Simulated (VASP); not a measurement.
A run of VASP 6.6.1:

The input INCAR:

```
PREC = Accurate
ENCUT = 600
EDIFF = 1E-6
ISMEAR = -1
SIGMA = 0.08
LREAL = False
LASPH = True
NELM = 80
ALGO = Normal
ISIF = 3
LWAVE = False
LCHARG = False
GGA = PE
IBRION = 2
NSW = 32
EDIFFG = -0.005
PSTRESS = 59.0
```

Contents of KPOINTS:

```
Automatic mesh
0
Gamma
  23 23 23
```

POSCAR

```
B
1.0
   -1.1442348727      1.1442348727      1.1442348727
    1.1442348727     -1.1442348727      1.1442348727
    1.1442348727      1.1442348727     -1.1442348727
B
1
Direct
    0.0000000000      0.0000000000      0.0000000000
```

Potentials or basis: VASP PAW PBE potentials, release 64 (B).

The run is started by

```console
$ cat potpaw_PBE.64/B/POTCAR > POTCAR
$ mpirun -np 1 vasp_std > vasp.out
```

Hardware: 1 thread of AMD EPYC 9R45 96-Core Processor (Zen 5) (shared host).

Problem. Estimate the wall time of this run.

Solution. Wall time 4.9 s on 1 thread of AMD EPYC 9R45 96-Core Processor (Zen 5), with other jobs on the host, peak memory 0.09 GiB. Counts: scf iterations 11, k points 364, ion steps 2.
